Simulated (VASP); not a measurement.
# Zn (Im-3m) in VASP: a series of runs

The runs below take Zn through single point, with LDA.

Program: VASP 6.6.1. These are calculated values, not measurements. Logs are shortened: lines on timing, memory, paths and dates and some standing lists are left out, and cuts for length are marked.

## 1. The cell of the first run

Symmetry: Im-3m, No. 229, cubic system. Conventional cell: a = 3.074 Å, b = 3.074 Å, c = 3.074 Å, α = 90.00°, β = 90.00°, γ = 90.00°. Zn (site symmetry m-3m) has 14 Zn at 2.66 to 3.07 Å within 3.5 Å.

## 2. Single point, LDA

INCAR reads:

```
SYSTEM = Zn
PREC = Accurate
ENCUT = 520
EDIFF = 1E-6
ISMEAR = 0
SIGMA = 0.05
LREAL = .FALSE.
LASPH = .TRUE.
NELM = 100
ALGO = Normal
ISIF = 2
LWAVE = .FALSE.
LCHARG = .FALSE.
GGA = CA
NBANDS = 12
```

KPOINTS reads:

```
Automatic mesh
0
G
  16 16 16
  0 0 0
```

POSCAR reads:

```
Zn
1.0
   -1.5370068493      1.5370068493      1.5370068493
    1.5370068493     -1.5370068493      1.5370068493
    1.5370068493      1.5370068493     -1.5370068493
Zn
1
Direct
    0.0000000000      0.0000000000      0.0000000000
```

Potentials or basis: VASP PAW LDA potentials, release 64 (Zn).

On the command line:

```console
> cat potpaw_LDA.64/Zn/POTCAR > POTCAR
> mpirun -np 1 vasp_std > vasp.out
```

OUTCAR:

```text
SYSTEM = Zn
   PREC = Accurate
   ENCUT = 520
   EDIFF = 1E-6
   ISMEAR = 0
   LREAL = .FALSE.
   LASPH = .TRUE.
   NELM = 100
   ISIF = 2
   GGA = CA

 ion  position               nearest neighbor table
   1  0.000  0.000  0.000-

  LATTYP: Found a body centered cubic cell.
 ALAT       =     3.0740136986

  Lattice vectors:

 A1 = (  -1.5370068493,   1.5370068493,   1.5370068493)
 A2 = (   1.5370068493,  -1.5370068493,   1.5370068493)
 A3 = (   1.5370068493,   1.5370068493,  -1.5370068493)

Analysis of symmetry for initial positions (statically):
=====================================================================
 Subroutine PRICEL returns:
 Original cell was already a primitive cell.

 Routine SETGRP: Setting up the symmetry group for a
 body centered cubic supercell.

 Subroutine GETGRP returns: Found 48 space group operations
 (whereof 48 operations were pure point group operations)
 out of a pool of 48 trial point group operations.

The static configuration has the point symmetry O_h .

Analysis of symmetry for dynamics (positions and initial velocities):
=====================================================================
 Subroutine PRICEL returns:
 Original cell was already a primitive cell.

 Routine SETGRP: Setting up the symmetry group for a
 body centered cubic supercell.

 Subroutine GETGRP returns: Found 48 space group operations
 (whereof 48 operations were pure point group operations)
 out of a pool of 48 trial point group operations.

The dynamic configuration has the point symmetry O_h .

 Subroutine INISYM returns: Found 48 space group operations
 (whereof 48 operations are pure point group operations),
 and found     1 'primitive' translations

----------------------------------------------------------------------------------------

                                     Primitive cell

  volume of cell :      14.5240

  direct lattice vectors                    reciprocal lattice vectors
    -1.537006849  1.537006849  1.537006849     0.000000000  0.325307594  0.325307594
     1.537006849 -1.537006849  1.537006849     0.325307594  0.000000000  0.325307594
     1.537006849  1.537006849 -1.537006849     0.325307594  0.325307594  0.000000000

  length of vectors
     2.662173955  2.662173955  2.662173955     0.460054411  0.460054411  0.460054411

  position of ions in fractional coordinates (direct lattice)
     0.000000000  0.000000000  0.000000000

  ion indices of the primitive-cell ions
   primitive index   ion index
                 1           1

----------------------------------------------------------------------------------------

 KPOINTS: Automatic mesh

Automatic generation of k-mesh.
 Grid dimensions read from file:
 generate k-points for:   16   16   16

 Generating k-lattice:

  Cartesian coordinates                     Fractional coordinates (reciprocal lattice)
     0.000000000  0.020331725  0.020331725     0.062500000  0.000000000  0.000000000
     0.020331725  0.000000000  0.020331725     0.000000000  0.062500000  0.000000000
     0.020331725  0.020331725  0.000000000     0.000000000  0.000000000  0.062500000

  Length of vectors
     0.028753401  0.028753401  0.028753401

  Shift w.r.t. Gamma in fractional coordinates (k-lattice)
     0.000000000  0.000000000  0.000000000

 Subroutine IBZKPT returns following result:
 ===========================================

 Found    145 irreducible k-points:

 Following reciprocal coordinates:
            Coordinates               Weight
  0.000000  0.000000  0.000000      1.000000
  0.062500  0.000000  0.000000     12.000000
  0.125000  0.000000  0.000000     12.000000
  0.187500  0.000000  0.000000     12.000000
  0.250000  0.000000  0.000000     12.000000
  0.312500  0.000000  0.000000     12.000000
[... 16 lines left out ...]
  0.187500  0.187500  0.000000     24.000000
  0.250000  0.187500  0.000000     48.000000
 [... further k-points ...]
   k-points           NKPTS =    145   k-points in BZ     NKDIM =    145   number of bands    NBANDS=     12
   number of dos      NEDOS =    301   number of ions     NIONS =      1
   total plane-waves  NPLWV =   8000
   dimension x,y,z NGX =    20 NGY =   20 NGZ =   20
   dimension x,y,z NGXF=    40 NGYF=   40 NGZF=   40
   ions per type =               1
   NGX,Y,Z   is equivalent  to a cutoff of  12.49, 12.49, 12.49 a.u.
   NGXF,Y,Z  is equivalent  to a cutoff of  24.98, 24.98, 24.98 a.u.
 SYSTEM =  Zn
   PREC   = accura    normal or accurate (medium, high low for compatibility)
   ISTART =      0    job   : 0-new  1-cont  2-samecut
   ICHARG =      2    charge: 1-file 2-atom 10-const
   ISPIN  =      1    spin polarized calculation?
   LNONCOLLINEAR =      F non collinear calculations
   LSORBIT =      F    spin-orbit coupling
   LASPH  =      T    aspherical Exc in radial PAW
   ENCUT  =  520.0 eV  38.22 Ry    6.18 a.u.   4.95  4.95  4.95*2*pi/ulx,y,z
   NELM   =    100;   NELMIN=  2; NELMDL= -5     # of ELM steps
   EDIFF  = 0.1E-05   stopping-criterion for ELM
   LREAL  =      F    real-space projection
   EDIFFG = 0.1E-04   stopping-criterion for IOM
   NSW    =      0    number of steps for IOM
   IBRION =     -1    ionic relax: 0-MD 1-quasi-New 2-CG
   NFREE  =      0    steps in history (QN), initial steepest desc. (CG)
   ISIF   =      2    stress and relaxation
   ISYM   =      2    0-nonsym 1-usesym 2-fastsym
   POTIM  = 0.5000    time-step for ionic-motion
   TEBEG  =    0.0;   TEEND  =   0.0 temperature during run
   PSTRESS=    0.0 pullay stress
   NELECT =      12.0000    total number of electrons
   NUPDOWN=      -1.0000    fix difference up-down
   EMIN   =  10.00;   EMAX   =-10.00  energy-range for DOS
   EFERMI =   0.00;   METHOD = LEGACY
   ISMEAR =     0;   SIGMA  =   0.05  broadening in eV -4-tet -1-fermi 0-gaus
   EFERMI_NEDOS =   21; number of points for ismear=-14 and -15
   IALGO  =     38    algorithm
   IMIX   =      4    mixing-type and parameters
     AMIX     =   0.40;   BMIX     =  1.00
     AMIX_MAG =   1.60;   BMIX_MAG =  1.00
  volume/ion in A,a.u.               =      14.52        98.01
  Fermi-wavevector in a.u.,A,eV,Ry     =   1.536171  2.902941 32.107301  2.359820
  Thomas-Fermi vector in A             =   2.642857
   LORBIT       =      0    0 simple, 1 ext, 2 COOP (PROOUT), +10 PAW based schemes
   GGA     = CA    functional components
   LHFCALC =     F    Hartree Fock is set to
   AEXX    =    0.0000 exact exchange contribution
   IVDW    =     0    specifies the selected vdW correction
   LEPSILON=     F    determine dielectric tensor
   LRPA    =     F    only Hartree local field effects (RPA)
 non-spin polarized calculation
 Gauss-broadening in eV      SIGMA  =   0.05
  energy-cutoff  :      520.00
  volume of cell :       14.52
 maximum number of plane-waves:       403
   NGX =  9   NGY =  9   NGZ =  9

 number of electron      12.0000000 magnetization

 Free energy of the ion-electron system (eV)
  ---------------------------------------------------
  ext. energy  EPLUGINS =         0.00000000
  ---------------------------------------------------
  free energy    TOTEN  =        -1.76702546 eV

  energy without entropy =       -1.76643411  energy(sigma->0) =       -1.76672979

 E-fermi :   3.3794     XC(G=0): -12.1464

 val. band max:        3.3793601652   @ k =  -0.3750  -0.3750   0.0625
 cond. band min:       3.4007075124   @ k =   0.3750   0.2500  -0.0000
 fundamental gap:      0.0213473472
 Fermi energy:         3.3794011096

 k-point     1 :       0.0000    0.0000    0.0000
  band No.  band energies     occupation
      1      -7.5325      2.00000
      2      -4.6938      2.00000
      3      -4.6938      2.00000
      4      -4.6938      2.00000
      5      -4.1316      2.00000
      6      -4.1316      2.00000
      7      23.0803      0.00000
      8      23.0803      0.00000
      9      23.0803      0.00000
     10      24.6999      0.00000
     11      24.6999      0.00000
     12      24.6999      0.00000

 k-point     2 :       0.0625    0.0000    0.0000
  band No.  band energies     occupation
      1      -7.4039      2.00000
      2      -4.7068      2.00000
      3      -4.6909      2.00000
      4      -4.6615      2.00000
      5      -4.1440      2.00000
      6      -4.1308      2.00000
      7      21.2272      0.00000
      8      22.1128      0.00000
      9      22.4837      0.00000
     10      23.6712      0.00000
     11      23.7841      0.00000
     12      24.4668      0.00000

 k-point     3 :       0.1250    0.0000    0.0000
  band No.  band energies     occupation
      1      -7.0255      2.00000
      2      -4.7438      2.00000
      3      -4.6802      2.00000
      4      -4.5682      2.00000
      5      -4.1735      2.00000
      6      -4.1282      2.00000
      7      17.9744      0.00000
      8      20.5048      0.00000
      9      21.1450      0.00000
     10      22.5572      0.00000
     11      22.9339      0.00000
     12      24.7351      0.00000

 k-point     4 :       0.1875    0.0000    0.0000
  band No.  band energies     occupation
      1      -6.4344      2.00000
      2      -4.7989      2.00000
      3      -4.6381      2.00000
      4      -4.4251      2.00000
      5      -4.2011      2.00000
      6      -4.1238      2.00000
      7      14.7425      0.00000
      8      18.9554      0.00000
      9      19.7837      0.00000
     10      21.5001      0.00000
     11      22.2692      0.00000
     12      25.4191      0.00000

 k-point     5 :       0.2500    0.0000    0.0000
  band No.  band energies     occupation
      1      -5.7846      2.00000
      2      -4.8635      2.00000
      3      -4.4199      2.00000
      4      -4.2506      2.00000
      5      -4.2102      2.00000
      6      -4.1174      2.00000
      7      11.6752      0.00000
      8      17.5964      0.00000
      9      18.6005      0.00000
     10      20.6465      0.00000
     11      21.7204      0.00000
     12      26.4082      0.00000

 k-point     6 :       0.3125    0.0000    0.0000
  band No.  band energies     occupation
      1      -5.4450      2.00000
      2      -4.9278      2.00000
      3      -4.2025      2.00000
      4      -4.1098      2.00000
      5      -4.0694      2.00000
      6      -3.6498      2.00000
      7       8.8106      0.00000
      8      16.4818      0.00000
      9      17.6496      0.00000
     10      19.9944      0.00000
     11      21.3067      0.00000
     12      27.6665      0.00000

 k-point     7 :       0.3750    0.0000    0.0000
  band No.  band energies     occupation
      1      -5.3931      2.00000
      2      -4.9821      2.00000
      3      -4.1841      2.00000
      4      -4.1025      2.00000
      5      -3.9099      2.00000
      6      -2.3482      2.00000
      7       6.1762      0.00000
      8      15.6513      0.00000
      9      16.9557      0.00000
     10      19.5362      0.00000
     11      21.0244      0.00000
     12      29.1635      0.00000

 k-point     8 :       0.4375    0.0000    0.0000
  band No.  band energies     occupation
      1      -5.4094      2.00000
      2      -5.0182      2.00000
      3      -4.1683      2.00000
      4      -4.0970      2.00000
      5      -3.8002      2.00000
      6      -0.7676      2.00000
      7       3.8330      0.00000
      8      15.1374      0.00000
      9      16.5337      0.00000
     10      19.2646      0.00000
     11      20.8621      0.00000
     12      30.8286      0.00000
[... 166 lines left out ...]
 k-point    20 :       0.3125    0.1250    0.0000
  band No.  band energies     occupation
      1      -5.2552      2.00000
      2      -4.9470      2.00000
      3      -4.2657      2.00000
      4      -4.1892      2.00000
      5      -4.0191      2.00000
      6      -1.8262      2.00000
      7       6.5226      0.00000
      8      12.2995      0.00000
      9      15.8880      0.00000
     10      21.3821      0.00000
     11      24.6738      0.00000
     12      26.9513      0.00000

 k-point    21 :       0.3750    0.1250   -0.0000
  band No.  band energies     occupation
      1      -5.2855      2.00000
      2      -4.9809      2.00000
      3      -4.2117      2.00000
      4      -4.1669      2.00000
      5      -3.9315      2.00000
      6      -0.2478      2.00000
      7       4.1640      0.00000
      8      11.8802      0.00000
      9      15.4786      0.00000
     10      21.1204      0.00000
     11      24.5502      0.00000
     12      28.2827      0.00000

 k-point    22 :       0.4375    0.1250    0.0000
  band No.  band energies     occupation
      1      -5.2998      2.00000
      2      -4.9925      2.00000
      3      -4.1922      2.00000
      4      -4.1686      2.00000
      5      -3.8938      2.00000
      6       1.0481      2.00000
      7       2.6127      2.00000
      8      11.7385      0.00000
      9      15.3407      0.00000
     10      21.0334      0.00000
     11      24.4950      0.00000
     12      29.4827      0.00000

 k-point    23 :       0.1875    0.1875    0.0000
  band No.  band energies     occupation
      1      -5.2012      2.00000
      2      -4.8158      2.00000
      3      -4.6573      2.00000
      4      -4.2418      2.00000
      5      -4.0826      2.00000
      6      -3.1239      2.00000
      7      10.7908      0.00000
      8      11.1718      0.00000
      9      16.5371      0.00000
     10      22.9320      0.00000
     11      23.7925      0.00000
     12      28.0558      0.00000

 k-point    24 :       0.2500    0.1875    0.0000
  band No.  band energies     occupation
      1      -5.1415      2.00000
      2      -4.8701      2.00000
      3      -4.4907      2.00000
      4      -4.2200      2.00000
      5      -4.0516      2.00000
      6      -1.9853      2.00000
      7       8.2333      0.00000
      8      10.2093      0.00000
      9      15.8089      0.00000
     10      22.7041      0.00000
     11      24.5996      0.00000
     12      28.3935      0.00000

 [... further k-points ...]
[... 5 lines left out ...]
  --------------------------------------------------------------------------------------
  -------------------------------------------------------------------------------------
  Total       -0.3573282     -0.3573282     -0.3573282     -0.0000000     -0.0000000      0.0000000
  in kB      -39.4176271    -39.4176271    -39.4176271     -0.0000000     -0.0000000      0.0000000
  external PRESSURE =     -39.4176271 kB  Pullay stress =       0.0000000 kB

 VOLUME and BASIS-vectors are now :
 -----------------------------------------------------------------------------
  energy-cutoff  :      520.00
  volume of cell :       14.52
      direct lattice vectors                 reciprocal lattice vectors
    -1.537006849  1.537006849  1.537006849     0.000000000  0.325307594  0.325307594
     1.537006849 -1.537006849  1.537006849     0.325307594  0.000000000  0.325307594
     1.537006849  1.537006849 -1.537006849     0.325307594  0.325307594  0.000000000

 POSITION                                       TOTAL-FORCE (eV/Angst)
 -----------------------------------------------------------------------------------
      0.00000      0.00000      0.00000         0.000000     -0.000000      0.000000
 -----------------------------------------------------------------------------------
    total drift:                                0.000000     -0.000000      0.000000

  FREE ENERGIE OF THE ION-ELECTRON SYSTEM (eV)
  ---------------------------------------------------
  free  energy   TOTEN  =        -1.7670254629 eV

  energy  without entropy=       -1.7664341111  energy(sigma->0) =       -1.76672979
```

Run time: 36 s. Hardware: 1 thread of AMD EPYC 7R13, shared host; peak memory 0.1 GiB.

Results:

| Quantity | Value |
| --- | --- |
| Free energy | -1.7670 eV |
| Pressure | -3.9 GPa |
| Band gap on the k mesh | zero (band 6 reaches 7.55 eV, above the bottom of band 7 at 2.38 eV) |

(Part 1 of 2 ends here.)
